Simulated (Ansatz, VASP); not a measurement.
## Two plane-wave programs on Sb

```
CELL_PARAMETERS angstrom
3.22198 0.00000 0.00000
0.00000 3.22198 0.00000
0.00000 0.00000 3.22198
ATOMIC_POSITIONS crystal
Sb 0.00000 0.00000 0.00000
```

Alike in both runs: task single point; functional PBE0; k mesh 6 × 6 × 6; occupations fermi-dirac, width 0.05 eV; no spin polarisation.

|  | VASP | Ansatz |
| --- | --- | --- |
| version | VASP 6.6.1 | Ansatz 0.2.0 |
| potentials or method | VASP PAW PBE potentials, release 64 (Sb) | Ansatz PAW |
| plane-wave cutoff (eV) | 520 | 420 |
| valence electrons in the cell | 5 | 15 |

|  | VASP | Ansatz | Ansatz less VASP |
| --- | --- | --- | --- |
| gap on the k mesh at the Fermi level (eV) | none | none | - |
| pressure (GPa) | -6.6 | -5.1 | +1.50 |

A gap of «none» marks a metal or a gap that the smearing closes. With one functional, cell and mesh, what is left measures potentials, basis and numerics. VASP's potentials hold 5 valence electrons a cell and Ansatz's 15, so a difference there can come from the potentials and not from the codes.

Spin-orbit coupling is off throughout.
